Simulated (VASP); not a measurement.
# SiNi2 (P6_3/mmc) in VASP: a series of runs, part 3 of 3

VASP 6.6.1.

### 6 Relaxation of shape and atoms at fixed volume, PBE (volume scaled by 1.06)

Input file INCAR:

```
ALGO = Fast
EDIFF = 1E-6
EDIFFG = -0.01
ENCUT = 600
GGA = PE
IBRION = 2
ISIF = 4
ISMEAR = 0
LASPH = True
LCHARG = False
LREAL = False
LWAVE = False
NELM = 60
NSW = 50
PREC = Accurate
SIGMA = 0.1
```

Input file KPOINTS:

```
k-points
0
Gamma
  12 12 8
```

Input file POSCAR:

```
SiNi2
1.0
    3.9827381277      0.0000000000      0.0000000000
   -1.9913690638      3.4491523952      0.0000000000
    0.0000000000      0.0000000000      5.1044693902
Si Ni
2 4
Direct
    0.3333333333      0.6666666667      0.7500000000
    0.6666666667      0.3333333333      0.2500000000
    0.0000000000      0.0000000000      0.0000000000
    0.0000000000      0.0000000000      0.5000000000
    0.3333333333      0.6666666667      0.2500000000
    0.6666666667      0.3333333333      0.7500000000
```

Potentials or basis: VASP PAW PBE potentials, release 64 (Si, Ni).

The run is started by

```console
$ cat potpaw_PBE.64/Si/POTCAR potpaw_PBE.64/Ni/POTCAR > POTCAR
$ mpirun -np 1 vasp_std > vasp.out
```

OUTCAR:

```text
EDIFF = 1E-6
   EDIFFG = -0.01
   ENCUT = 600
   GGA = PE
   IBRION = 2
   ISIF = 4
   ISMEAR = 0
   LASPH = True
   LREAL = False
   NELM = 60
   NSW = 50
   PREC = Accurate

 ion  position               nearest neighbor table
   1  0.333  0.667  0.750-   6 2.30   6 2.30   6 2.30   5 2.55   5 2.55   3 2.63   4 2.63   4 2.63
                             3 2.63   4 2.63   3 2.63
   2  0.667  0.333  0.250-   5 2.30   5 2.30   5 2.30   6 2.55   6 2.55   3 2.63   4 2.63   3 2.63
                             4 2.63   3 2.63   4 2.63
   3  0.000  0.000  0.000-   4 2.55   4 2.55   1 2.63   5 2.63   6 2.63   2 2.63   1 2.63   5 2.63
                             2 2.63   6 2.63   2 2.63   6 2.63   1 2.63   5 2.63
   4  0.000  0.000  0.500-   3 2.55   3 2.55   1 2.63   5 2.63   6 2.63   2 2.63   1 2.63   5 2.63
                             2 2.63   6 2.63   2 2.63   6 2.63   1 2.63   5 2.63
   5  0.333  0.667  0.250-   2 2.30   2 2.30   2 2.30   1 2.55   1 2.55   3 2.63   4 2.63   4 2.63
                             3 2.63   4 2.63   3 2.63
   6  0.667  0.333  0.750-   1 2.30   1 2.30   1 2.30   2 2.55   2 2.55   3 2.63   4 2.63   3 2.63
                             4 2.63   3 2.63   4 2.63

  LATTYP: Found a hexagonal cell.
 ALAT       =     3.9827381277
 C/A-ratio  =     1.2816482597

  Lattice vectors:

 A1 = (   3.9827381277,   0.0000000000,   0.0000000000)
 A2 = (  -1.9913690638,   3.4491523952,   0.0000000000)
 A3 = (   0.0000000000,   0.0000000000,   5.1044693902)

Analysis of symmetry for initial positions (statically):
=====================================================================
 Subroutine PRICEL returns:
 Original cell was already a primitive cell.

 Routine SETGRP: Setting up the symmetry group for a
 hexagonal supercell.

 Subroutine GETGRP returns: Found 24 space group operations
 (whereof 12 operations were pure point group operations)
 out of a pool of 24 trial point group operations.

The static configuration has the point symmetry D_3d.
 The point group associated with its full space group is D_6h.

Analysis of symmetry for dynamics (positions and initial velocities):
=====================================================================
 Subroutine PRICEL returns:
 Original cell was already a primitive cell.

 Routine SETGRP: Setting up the symmetry group for a
 hexagonal supercell.

 Subroutine GETGRP returns: Found 24 space group operations
 (whereof 12 operations were pure point group operations)
 out of a pool of 24 trial point group operations.

The dynamic configuration has the point symmetry D_3d.
 The point group associated with its full space group is D_6h.

 Subroutine INISYM returns: Found 24 space group operations
 (whereof 12 operations are pure point group operations),
 and found     1 'primitive' translations

----------------------------------------------------------------------------------------

                                     Primitive cell

  volume of cell :      70.1205

  direct lattice vectors                    reciprocal lattice vectors
     3.982738128  0.000000000  0.000000000     0.251083543  0.144963151  0.000000000
    -1.991369064  3.449152395  0.000000000     0.000000000  0.289926302  0.000000000
     0.000000000  0.000000000  5.104469390     0.000000000  0.000000000  0.195906748

  length of vectors
     3.982738128  3.982738128  5.104469390     0.289926302  0.289926302  0.195906748

[... 73 lines left out ...]
   dimension x,y,z NGX =    32 NGY =   32 NGZ =   42
   dimension x,y,z NGXF=    64 NGYF=   64 NGZF=   84
   ions per type =               2   4
   NGX,Y,Z   is equivalent  to a cutoff of  13.36, 13.36, 13.68 a.u.
   NGXF,Y,Z  is equivalent  to a cutoff of  26.71, 26.71, 27.36 a.u.
 SYSTEM =  unknown system
   PREC   = accura    normal or accurate (medium, high low for compatibility)
   ISTART =      0    job   : 0-new  1-cont  2-samecut
   ICHARG =      2    charge: 1-file 2-atom 10-const
   ISPIN  =      1    spin polarized calculation?
   LNONCOLLINEAR =      F non collinear calculations
   LSORBIT =      F    spin-orbit coupling
   LASPH  =      T    aspherical Exc in radial PAW
   ENCUT  =  600.0 eV  44.10 Ry    6.64 a.u.   7.95  7.95 10.19*2*pi/ulx,y,z
   NELM   =     60;   NELMIN=  2; NELMDL= -5     # of ELM steps
   EDIFF  = 0.1E-05   stopping-criterion for ELM
   LREAL  =      F    real-space projection
   EDIFFG = -.1E-01   stopping-criterion for IOM
   NSW    =     50    number of steps for IOM
   IBRION =      2    ionic relax: 0-MD 1-quasi-New 2-CG
   NFREE  =      1    steps in history (QN), initial steepest desc. (CG)
   ISIF   =      4    stress and relaxation
   ISYM   =      2    0-nonsym 1-usesym 2-fastsym
   POTIM  = 0.5000    time-step for ionic-motion
   TEBEG  =    0.0;   TEEND  =   0.0 temperature during run
   PSTRESS=    0.0 pullay stress
   NELECT =      48.0000    total number of electrons
   NUPDOWN=      -1.0000    fix difference up-down
   EMIN   =  10.00;   EMAX   =-10.00  energy-range for DOS
   EFERMI =   0.00;   METHOD = LEGACY
   ISMEAR =     0;   SIGMA  =   0.10  broadening in eV -4-tet -1-fermi 0-gaus
   EFERMI_NEDOS =   21; number of points for ismear=-14 and -15
   IALGO  =     68    algorithm
   IMIX   =      4    mixing-type and parameters
     AMIX     =   0.40;   BMIX     =  1.00
     AMIX_MAG =   1.60;   BMIX_MAG =  1.00
  volume/ion in A,a.u.               =      11.69        78.87
  Fermi-wavevector in a.u.,A,eV,Ry     =   1.442803  2.726502 28.322977  2.081680
  Thomas-Fermi vector in A             =   2.561282
   LORBIT       =      0    0 simple, 1 ext, 2 COOP (PROOUT), +10 PAW based schemes
   GGA     = PE    functional components
   LHFCALC =     F    Hartree Fock is set to
   AEXX    =    0.0000 exact exchange contribution
   IVDW    =     0    specifies the selected vdW correction
   LEPSILON=     F    determine dielectric tensor
   LRPA    =     F    only Hartree local field effects (RPA)
 conjugate gradient relaxation of ions
 non-spin polarized calculation
 RMM-DIIS sequential band-by-band and
 Gauss-broadening in eV      SIGMA  =   0.10
  energy-cutoff  :      600.00
  volume of cell :       70.12
 maximum number of plane-waves:      2370
 NGX is ok and might be reduce to    32
   NGX = 15   NGY = 15   NGZ = 21

--------------------------------------- Ionic step        1  -------------------------------------------

 number of electron      48.0000026 magnetization

 Free energy of the ion-electron system (eV)
  ---------------------------------------------------
  ext. energy  EPLUGINS =         0.00000000
  ---------------------------------------------------
  free energy    TOTEN  =       -35.63621340 eV

  energy without entropy =      -35.61664749  energy(sigma->0) =      -35.62643044

------------------------ aborting loop because EDIFF is reached ----------------------------------------

  FORCE on cell =-STRESS in cart. coord.  units (eV):
  Direction    XX          YY          ZZ          XY          YZ          ZX
  --------------------------------------------------------------------------------------
  -------------------------------------------------------------------------------------
  Total       -4.6322576     -4.6322576     -4.2802800     -0.0000000      0.0000000      0.0000000
  in kB     -105.8421240   -105.8421240    -97.7998134     -0.0000000      0.0000000      0.0000000
  external PRESSURE =    -103.1613538 kB  Pullay stress =       0.0000000 kB
[... 67 lines left out ...]
--------------------------------------- Ionic step        3  -------------------------------------------

 number of electron      48.0000021 magnetization

 Free energy of the ion-electron system (eV)
  ---------------------------------------------------
  ext. energy  EPLUGINS =         0.00000000
  ---------------------------------------------------
  free energy    TOTEN  =       -35.63669768 eV

  energy without entropy =      -35.61708182  energy(sigma->0) =      -35.62688975

 E-fermi :  10.1043     XC(G=0): -12.5779

 val. band max:       10.0971017123   @ k =   0.2500   0.0000   0.1250
 cond. band min:      10.1063149904   @ k =   0.0833   0.0833   0.0000
 fundamental gap:      0.0092132782
 Fermi energy:        10.1042937051

 k-point     1 :       0.0000    0.0000    0.0000
  band No.  band energies     occupation
      1      -1.9013      2.00000
      2       2.1421      2.00000
      3       4.0883      2.00000
      4       5.4824      2.00000
      5       5.4824      2.00000
      6       6.5138      2.00000
[... 733 lines left out ...]
     27      12.5578      0.00000
     28      13.1210      0.00000

 [... further k-points ...]

------------------------ aborting loop because EDIFF is reached ----------------------------------------

  FORCE on cell =-STRESS in cart. coord.  units (eV):
  Direction    XX          YY          ZZ          XY          YZ          ZX
  --------------------------------------------------------------------------------------
  -------------------------------------------------------------------------------------
  Total       -4.4781669     -4.4781669     -4.4661200     -0.0000000      0.0000000     -0.0000000
  in kB     -102.3213155   -102.3213155   -102.0460587     -0.0000000      0.0000000     -0.0000000
  external PRESSURE =    -102.2295632 kB  Pullay stress =       0.0000000 kB
[... 21 lines left out ...]
  FREE ENERGIE OF THE ION-ELECTRON SYSTEM (eV)
  ---------------------------------------------------
  free  energy   TOTEN  =       -35.6366976767 eV

  energy  without entropy=      -35.6170818214  energy(sigma->0) =      -35.62688975

 reached required accuracy - stopping structural energy minimisation
```

CONTCAR:

```text
SiNi2
   1.00000000000000
     3.9773291391143402   -0.0000000000031000    0.0000000000000000
    -1.9886645695099225    3.4444680736785744    0.0000000000000000
    -0.0000000000000000    0.0000000000000000    5.1183625279756679
  Si              Ni
     2     4
Direct
     0.3333333332999970    0.6666666667000030    0.7500000000000000
     0.6666666667000030    0.3333333332999970    0.2500000000000000
     0.0000000000000000    0.0000000000000000    0.0000000000000000
     0.0000000000000000    0.0000000000000000    0.5000000000000000
     0.3333333332999970    0.6666666667000030    0.2500000000000000
     0.6666666667000030    0.3333333332999970    0.7500000000000000

  0.00000000E+00  0.00000000E+00  0.00000000E+00
  0.00000000E+00  0.00000000E+00  0.00000000E+00
  0.00000000E+00  0.00000000E+00  0.00000000E+00
  0.00000000E+00  0.00000000E+00  0.00000000E+00
  0.00000000E+00  0.00000000E+00  0.00000000E+00
  0.00000000E+00  0.00000000E+00  0.00000000E+00
```

Wall time 8.6 min (1 thread of Oxide Virtual Turin-like, shared host); peak memory 0.3 GiB.

Results:

| Quantity | Value |
| --- | --- |
| Free energy | -35.6367 eV |
| Energy gained by relaxing | 0.1 meV/atom |
| Ionic steps | 3 |
| Pressure after relaxing | -10.2 GPa |
| Band gap on the k mesh | zero (band 24 reaches 12.56 eV, above the bottom of band 25 at 9.58 eV) |

Step by step:
| step | energy change (eV) | largest force (eV/Å) | pressure (GPa) | volume (Å³) |
| --- | --- | --- | --- | --- |
| 1 | 0.0000 | 0.0000 | -10.32 | 70.12 |
| 2 | -0.0004 | 0.0000 | -10.25 | 70.12 |
| 3 | -0.0005 | 0.0000 | -10.22 | 70.12 |

Final structure:
```
Si Ni
1.0
     3.97733    0.00000    0.00000
    -1.98866    3.44447    0.00000
     0.00000    0.00000    5.11836
Si Ni
2 4
Direct
  0.33333 0.66667 0.75000
  0.66667 0.33333 0.25000
  0.00000 0.00000 0.00000
  0.00000 0.00000 0.50000
  0.33333 0.66667 0.25000
  0.66667 0.33333 0.75000
```

Caveat: the cell differs from its parent crystal (volume scaled by 1.06).

### 7 Overview

| task | cell | cutoff (eV) | gap on the mesh (eV) | pressure (GPa) |
| --- | --- | --- | --- | --- |
| single point | a = 3.990, b = 3.990, c = 4.932 Å, angles 90.0, 90.0, 120.0°, 6 atoms | 520 | none | -5.7 |
| single point | a = 4.147, b = 4.147, c = 4.812 Å, angles 90.0, 90.0, 120.0°, 6 atoms | 520 | none | -13.1 |
| single point | a = 4.147, b = 4.147, c = 4.839 Å, angles 90.0, 90.0, 120.0°, 6 atoms | 520 | none | -13.9 |
| relaxation of shape and atoms at fixed volume | relaxed from a = 3.951, b = 3.951, c = 5.041 Å, angles 90.0, 90.0, 120.0°, 6 atoms | 600 | none | -5.6 |
| relaxation of shape and atoms at fixed volume | relaxed from a = 3.983, b = 3.983, c = 5.104 Å, angles 90.0, 90.0, 120.0°, 6 atoms | 600 | none | -10.2 |

Alike in all rows: level PBE; potentials or basis VASP PAW PBE potentials, release 64 (Si, Ni); no spin polarisation; k mesh 12 × 12 × 8; smearing gaussian 0.1 eV.

Total energies depend on the potentials used, so only differences within one code and one set of settings carry meaning.
